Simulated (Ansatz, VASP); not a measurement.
# SnO: VASP beside Ansatz

Contents of INCAR:

```
  PREC = Accurate
  ENCUT = 520
  EDIFF = 1E-7
  ISMEAR = 0
  SIGMA = 0.05
  LREAL = False
  LASPH = True
  NELM = 80
  ALGO = Normal
  ISIF = 2
  LWAVE = False
  LCHARG = True
  LDIPOL = True
  IDIPOL = 3
  DIPOL = 0.5 0.5 0.403
  GGA = PE
  IVDW = 12
  LELF = True
  LVHAR = True
  LVACPOTAV = True
  NBANDS = 50
```

KPOINTS

```
regular mesh
0
Gamma
  7 7 1
```

Contents of POSCAR:

```
SnO
1.0
    3.8201635894      0.0000000000      0.0000000000
    0.0000000000      3.8201635894      0.0000000000
    0.0000000000      0.0000000000     22.2260803631
Sn O
4 4
Direct
    0.7500000000      0.2500000000      0.2024648488
    0.2500000000      0.7500000000      0.3087831984
    0.3750000000      0.8750000000      0.4977503906
   -0.1250000000      1.3750000000      0.6040687401
    0.2500000000      0.2500000000      0.2556240236
    0.7500000000      0.7500000000      0.2556240236
   -0.1250000000      0.8750000000      0.5509095654
    0.3750000000      1.3750000000      0.5509095654
```

Input for Ansatz:

```yaml
crystal:
  lattice:
    - [3.8201635894, 0.0, 0.0]
    - [0.0, 3.8201635894, 0.0]
    - [0.0, 0.0, 22.2260803631]
  atoms:
    - { symbol: Sn, position: [0.75, 0.25, 0.2024648488] }
    - { symbol: O, position: [0.25, 0.25, 0.2556240236] }
    - { symbol: O, position: [0.75, 0.75, 0.2556240236] }
    - { symbol: Sn, position: [0.25, 0.75, 0.3087831984] }
    - { symbol: Sn, position: [0.375, 0.875, 0.4977503906] }
    - { symbol: O, position: [-0.125, 0.875, 0.5509095654] }
    - { symbol: O, position: [0.375, 1.375, 0.5509095654] }
    - { symbol: Sn, position: [-0.125, 1.375, 0.6040687401] }
basis:
  ecutwfc: 420
kpoints:
  mp_grid: { grid: [7, 7, 1] }
hamiltonian:
  xc: pbe
  pseudopotentials: { kind: paw, azcp: { folder: soft_1 } }
  dispersion: d3bj
scf:
  occupations: { method: gaussian, width: 0.05 }
output:
  forces: true
  eigenvalues: true
efield:
  axis: 3
  dipole_correction: true
  ramp_width: 0.04
```

Alike in both runs: task single point; functional PBE; dispersion D3(BJ); k mesh 7 × 7 × 1; occupations gaussian, width 0.05 eV; no spin polarisation.

```csv
,VASP,Ansatz
version,VASP 6.6.1,Ansatz 0.2.0
potentials or method,"VASP PAW PBE potentials, release 64 (Sn_d, O), cutoff 520 eV","scalar-relativistic, plane waves, PAW"
valence electrons in the cell,80,80
```

VASP gave:

* gap on the k mesh at the Fermi level (eV): 2.46
* least direct gap on the mesh (eV): 2.55
* rms of the force components (eV/Å): 0.031

Q: What did Ansatz give for the same quantities?

A: gap on the k mesh at the Fermi level (eV): 2.47; least direct gap on the mesh (eV): 2.59; rms of the force components (eV/Å): 0.017.
